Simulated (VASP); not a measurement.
GePd, 8 atoms in the cell. The structure is orthorhombic, space group Pnma (No. 62). Conventional cell: a = 5.782 Å, b = 3.481 Å, c = 6.259 Å, α = 90.00°, β = 90.00°, γ = 90.00°. Ge (site symmetry m) has 6 Pd at 2.36 to 2.77 Å and 2 Ge at 2.96 Å within 3.1 Å. Pd (site symmetry m) has 6 Ge at 2.36 to 2.77 Å and 4 Pd at 2.71 to 3.08 Å within 3.1 Å. 

| Item | Value |
| --- | --- |
| Program | VASP 6.6.1 |
| Task | single point |
| Functional | PBEsol |
| Potentials or basis | VASP PAW PBE potentials, release 64 (Ge_d, Pd) |
| Cutoff | 520 eV |
| k mesh | 5 × 8 × 5 |
| Occupations | fermi-dirac, width 0.15 eV |
| Spin | no spin polarisation |
| Dipole correction | no |
| Further INCAR settings | ALGO = Normal; EDIFF = 1e-06; NBANDS = 58 |

Potentials or basis: VASP PAW PBE potentials, release 64 (Ge_d, Pd).

Launch:

```console
$ cat potpaw_PBE.64/Ge_d/POTCAR potpaw_PBE.64/Pd/POTCAR > POTCAR
$ mpirun -np 1 vasp_std > vasp.out
```

Hardware: 1 thread of AMD EPYC 7R13 Processor (Zen 3) (shared host).

**Question.** Estimate the wall time of this run.

**Answer.** It took 5.1 min on 1 thread of AMD EPYC 7R13 Processor (Zen 3), with other jobs on the host, peak memory 0.36 GiB. Counts: scf iterations 14, k points 45.
